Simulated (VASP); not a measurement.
# PtS2 (P-3m1) in VASP: relaxation of cell and atoms with r2SCAN+rVV10

Aim: the relaxation of cell and atoms of PtS2 with r2SCAN+rVV10.

Program: VASP 6.6.1. These are calculated values, not measurements. Logs are shortened: lines on timing, memory, paths and dates and some standing lists are left out, and cuts for length are marked.

**1. The cell of the first run**

It takes space group P-3m1 (No. 164, trigonal). The conventional cell has a = 3.584 Å, b = 3.584 Å, c = 4.657 Å, α = 90.00°, β = 90.00°, γ = 120.00°. Pt (site symmetry -3m) has 6 S at 2.39 Å within 3.2 Å. Within 3.2 Å of S (site symmetry 3m) lie 3 Pt at 2.39 Å and 6 S at 3.05 to 3.18 Å.

**2. Relaxation of cell and atoms, r2SCAN+rVV10**

POSCAR reads:

```
PtS2
1.0
    3.5837250780      0.0000000000      0.0000000000
   -1.7918625390      3.1035969577      0.0000000000
    0.0000000000      0.0000000000      4.6567800248
Pt S
1 2
Direct
    0.0000000000      0.0000000000      0.0000000000
    0.3333333333      0.6666666667      0.2589672732
    0.6666666667      0.3333333333      0.7410327268
```

INCAR.step1 reads:

```
SYSTEM = PtS2
ALGO     = Normal         ! electronic algorithm
EDIFF    = 1E-4           ! SCF threshold, eV
ENCUT    = 600            ! plane-wave cutoff, eV
GGA      = PE             ! functional
ISMEAR   = -1             ! smearing method
LASPH    = .TRUE.         ! aspherical terms in the spheres
LCHARG   = .FALSE.        ! write CHGCAR
LREAL    = .FALSE.        ! projectors in reciprocal space
LWAVE    = .TRUE.         ! write WAVECAR
NELM     = 100            ! most SCF steps
PREC     = Accurate       ! precision mode
SIGMA    = 0.02           ! smearing width, eV
```

INCAR.step2 reads:

```
SYSTEM = PtS2
ALGO     = Normal         ! electronic algorithm
BPARAM   = 11.95        
CPARAM   = 0.0093       
EDIFF    = 1E-7           ! SCF threshold, eV
EDIFFG   = -0.005         ! ionic threshold
ENCUT    = 600            ! plane-wave cutoff, eV
IBRION   = 2              ! ionic algorithm
ISIF     = 3              ! what is computed and relaxed
ISMEAR   = -1             ! smearing method
ISTART   = 1            
IVDW_NL  = 2            
LASPH    = .TRUE.         ! aspherical terms in the spheres
LCHARG   = .FALSE.        ! write CHGCAR
LMIXTAU  = .TRUE.       
LREAL    = .FALSE.        ! projectors in reciprocal space
LUSE_VDW = .TRUE.       
LWAVE    = .FALSE.        ! write WAVECAR
METAGGA  = R2SCAN         ! meta-GGA
NELM     = 100            ! most SCF steps
NSW      = 80             ! ionic steps
PREC     = Accurate       ! precision mode
SIGMA    = 0.02           ! smearing width, eV
```

KPOINTS reads:

```
k-points
0
G
  12 12 6
  0 0 0
```

Potentials or basis: VASP PAW PBE potentials, release 64 (Pt, S).

Launch:

```
> cat potpaw_PBE.64/Pt/POTCAR potpaw_PBE.64/S/POTCAR > POTCAR
> cp INCAR.step1 INCAR
> mpirun -np 1 vasp_std > vasp.out
> cp INCAR.step2 INCAR
> mpirun -np 1 vasp_std > vasp.out
```

OUTCAR:

```text
SYSTEM = PtS2
   BPARAM = 11.95
   EDIFF = 1E-7
   EDIFFG = -0.005
   ENCUT = 600
   IBRION = 2
   ISIF = 3
   ISMEAR = -1
   ISTART = 1
   IVDW_NL = 2
   LASPH = .TRUE.
   LREAL = .FALSE.
   METAGGA = R2SCAN
   NELM = 100
   NSW = 80
   PREC = Accurate

 ion  position               nearest neighbor table
   1  0.000  0.000  0.000-   2 2.39   3 2.39   2 2.39   3 2.39   3 2.39   2 2.39
   2  0.333  0.667  0.259-   1 2.39   1 2.39   1 2.39
   3  0.667  0.333  0.741-   1 2.39   1 2.39   1 2.39

  LATTYP: Found a hexagonal cell.
 ALAT       =     3.5837250780
 C/A-ratio  =     1.2994244601

  Lattice vectors:

 A1 = (   3.5837250780,   0.0000000000,   0.0000000000)
 A2 = (  -1.7918625390,   3.1035969577,   0.0000000000)
 A3 = (   0.0000000000,   0.0000000000,   4.6567800248)

Analysis of symmetry for initial positions (statically):
=====================================================================
 Subroutine PRICEL returns:
 Original cell was already a primitive cell.

 Routine SETGRP: Setting up the symmetry group for a
 hexagonal supercell.

 Subroutine GETGRP returns: Found 12 space group operations
 (whereof 12 operations were pure point group operations)
 out of a pool of 24 trial point group operations.

The static configuration has the point symmetry D_3d.

Analysis of symmetry for dynamics (positions and initial velocities):
=====================================================================
 Subroutine PRICEL returns:
 Original cell was already a primitive cell.

 Routine SETGRP: Setting up the symmetry group for a
 hexagonal supercell.

 Subroutine GETGRP returns: Found 12 space group operations
 (whereof 12 operations were pure point group operations)
 out of a pool of 24 trial point group operations.

The dynamic configuration has the point symmetry D_3d.

 Subroutine INISYM returns: Found 12 space group operations
 (whereof 12 operations are pure point group operations),
 and found     1 'primitive' translations

----------------------------------------------------------------------------------------

                                     Primitive cell

  volume of cell :      51.7947

  direct lattice vectors                    reciprocal lattice vectors
     3.583725078  0.000000000  0.000000000     0.279039262  0.161103393  0.000000000
    -1.791862539  3.103596958  0.000000000     0.000000000  0.322206786  0.000000000
     0.000000000  0.000000000  4.656780025     0.000000000  0.000000000  0.214740657

  length of vectors
[... 125 lines left out ...]
--------------------------------------- Ionic step        1  -------------------------------------------

 number of electron      22.0000002 magnetization

 Free energy of the ion-electron system (eV)
  ---------------------------------------------------
  ext. energy  EPLUGINS =         0.00000000
  ---------------------------------------------------
  free energy    TOTEN  =       -68.37670967 eV

  energy without entropy =      -68.37668788  energy(sigma->0) =      -68.37669877

------------------------ aborting loop because EDIFF is reached ----------------------------------------

  FORCE on cell =-STRESS in cart. coord.  units (eV):
  Direction    XX          YY          ZZ          XY          YZ          ZX
  --------------------------------------------------------------------------------------
  -------------------------------------------------------------------------------------
  Total        0.1028165      0.1028165      0.6780784     -0.0000000      0.0000000      0.0000000
  in kB        3.1804438      3.1804438     20.9751361     -0.0000000      0.0000000      0.0000000
  external PRESSURE =       9.1120079 kB  Pullay stress =       0.0000000 kB
[... 92 lines left out ...]
  FREE ENERGIE OF THE ION-ELECTRON SYSTEM (eV)
  ---------------------------------------------------
  free  energy   TOTEN  =       -68.3870685368 eV

  energy  without entropy=      -68.3870672155  energy(sigma->0) =      -68.38706788

[... ionic steps 4 to 12 ...]

--------------------------------------- Ionic step       13  -------------------------------------------

 number of electron      21.9999999 magnetization

------------------------ aborting loop because EDIFF is reached ----------------------------------------
[... 69 lines left out ...]
--------------------------------------- Ionic step       15  -------------------------------------------

 number of electron      21.9999998 magnetization

 Free energy of the ion-electron system (eV)
  ---------------------------------------------------
  ext. energy  EPLUGINS =         0.00000000
  ---------------------------------------------------
  free energy    TOTEN  =       -68.41624746 eV

  energy without entropy =      -68.41624746  energy(sigma->0) =      -68.41624746

 E-fermi :   6.6186     XC(G=0): -11.2645

 val. band max:        6.1980343180   @ k =   0.0000   0.1667   0.1667
 cond. band min:       7.0438200632   @ k =   0.0000   0.2500   0.3333
 fundamental gap:      0.8457857452
 Fermi energy:         6.6185881563

 k-point     1 :       0.0000    0.0000    0.0000
  band No.  band energies     occupation
      1      -9.5723      2.00000
      2      -6.6577      2.00000
      3      -0.8528      2.00000
      4      -0.5037      2.00000
      5      -0.5037      2.00000
      6       2.2948      2.00000
      7       2.2948      2.00000
      8       4.1163      2.00000
      9       5.1175      2.00000
     10       5.1175      2.00000
     11       6.1934      2.00000
     12       8.4750      0.00000
     13       8.4750      0.00000
     14      11.3655      0.00000
[... 401 lines left out ...]
      2      -6.9519      2.00000
      3      -0.6433      2.00000
      4      -0.2986      2.00000
      5       0.0998      2.00000
      6       1.6541      2.00000
      7       2.0807      2.00000
      8       3.4062      2.00000
      9       4.7321      2.00000
     10       5.1750      2.00000
     11       6.1980      2.00000
     12       7.7535      0.00000
     13       8.1014      0.00000
     14      12.3058      0.00000
     15      13.1348      0.00000

 [... further k-points ...]

------------------------ aborting loop because EDIFF is reached ----------------------------------------

  FORCE on cell =-STRESS in cart. coord.  units (eV):
  Direction    XX          YY          ZZ          XY          YZ          ZX
  --------------------------------------------------------------------------------------
  -------------------------------------------------------------------------------------
  Total        0.0072425      0.0072425     -0.0028747      0.0000000      0.0000000     -0.0000000
  in kB        0.2069174      0.2069174     -0.0821290      0.0000000      0.0000000     -0.0000000
  external PRESSURE =       0.1105686 kB  Pullay stress =       0.0000000 kB
[... 18 lines left out ...]
  FREE ENERGIE OF THE ION-ELECTRON SYSTEM (eV)
  ---------------------------------------------------
  free  energy   TOTEN  =       -68.4162474592 eV

  energy  without entropy=      -68.4162474592  energy(sigma->0) =      -68.41624746

 reached required accuracy - stopping structural energy minimisation
```

OUTCAR.step1:

```text
SYSTEM = PtS2
   EDIFF = 1E-4
   ENCUT = 600
   GGA = PE
   ISMEAR = -1
   LASPH = .TRUE.
   LREAL = .FALSE.
   NELM = 100
[... 655 lines left out ...]
      0.00000      0.00000      0.00000        -0.000000      0.000000      0.000000
     -0.00000      2.06906      1.20595         0.000000      0.000000     -0.062728
      1.79186      1.03453      3.45083        -0.000000     -0.000000      0.062728
 -----------------------------------------------------------------------------------
    total drift:                                0.000000     -0.000000     -0.000000

  FREE ENERGIE OF THE ION-ELECTRON SYSTEM (eV)
  ---------------------------------------------------
  free  energy   TOTEN  =       -15.3153616316 eV

  energy  without entropy=      -15.3152538611  energy(sigma->0) =      -15.31530775
```

OSZICAR.step1:

```text
N       E                     dE             d eps       ncg     rms          rms(c)
DAV:   1     0.127670139509E+03    0.12767E+03   -0.11614E+04  3016   0.148E+03
DAV:   2    -0.107555353599E+02   -0.13843E+03   -0.13539E+03  3749   0.264E+02
DAV:   3    -0.165452427689E+02   -0.57897E+01   -0.56665E+01  3868   0.570E+01
DAV:   4    -0.166086755107E+02   -0.63433E-01   -0.63414E-01  3735   0.663E+00
DAV:   5    -0.166096895132E+02   -0.10140E-02   -0.10140E-02  4001   0.810E-01    0.180E+01
DAV:   6    -0.155889636193E+02    0.10207E+01   -0.79391E+00  3035   0.289E+01    0.126E+01
DAV:   7    -0.153322907075E+02    0.25667E+00   -0.14651E+00  3028   0.134E+01    0.581E+00
DAV:   8    -0.153194209796E+02    0.12870E-01   -0.87631E-02  3462   0.228E+00    0.144E+00
DAV:   9    -0.153151610864E+02    0.42599E-02   -0.12685E-02  3609   0.127E+00    0.262E-01
DAV:  10    -0.153153149642E+02   -0.15388E-03   -0.18173E-03  3616   0.312E-01    0.871E-02
DAV:  11    -0.153153616316E+02   -0.46667E-04   -0.55132E-05  2053   0.668E-02
   1 F= -.15315362E+02 E0= -.15315308E+02  d E =-.107771E-03
```

Run time: 40 min. Hardware: 1 thread of AMD EPYC 9R45 (Zen 5), shared host; peak memory 0.39 GiB.

What came out:

```
Free energy                           : -68.4162 eV
Relaxed volume                        : 18.69 Å³/atom
Relaxed cell                          : a = 3.555 Å, b = 3.555 Å, c = 5.124 Å, α = 90.00°, β = 90.00°, γ = 120.00°
Space group after relaxing (to 0.1 Å) : P-3m1 (No. 164)
Energy gained by relaxing             : 13.2 meV/atom
Ionic steps                           : 15
Pressure after relaxing               : 0.0 GPa
Band gap on the k mesh                : 0.85 eV (least direct gap 1.12 eV)
```

The path:
```
step  energy change (eV)  largest force (eV/Å)  pressure (GPa)  volume (Å³)
   1              0.0000                0.1441            0.91        51.79
   2             -0.0074                0.2292           -0.42        52.53
   3             -0.0104                0.3357           -1.99        53.47
   4             -0.0127                0.3220           -1.91        53.56
   5             -0.0191                0.2809           -1.62        53.81
   6             -0.0292                0.1955           -1.01        54.29
   7             -0.0385                0.0099            0.40        55.24
   8             -0.0387                0.0228            0.65        55.40
   9             -0.0394                0.0118            0.18        55.77
  10             -0.0394                0.0304           -0.07        55.98
  11             -0.0394                0.0292           -0.05        55.97
  12             -0.0395                0.0207           -0.03        56.00
  13             -0.0395                0.0113           -0.01        56.03
  14             -0.0395                0.0074            0.03        56.11
  15             -0.0395                0.0005            0.01        56.08
```

Final structure:
```
CELL_PARAMETERS angstrom
3.55502 0.00000 0.00000
-1.77751 3.07874 0.00000
0.00000 0.00000 5.12375
ATOMIC_POSITIONS crystal
Pt 0.00000 0.00000 0.00000
S 0.33333 0.66667 0.23918
S 0.66667 0.33333 0.76082
```

Caveat: the PAW data sets were made with another functional, which shifts forces and pressure a little; spin-orbit coupling is left out, which moves the levels of the heavy elements. A k mesh can miss the band edges.
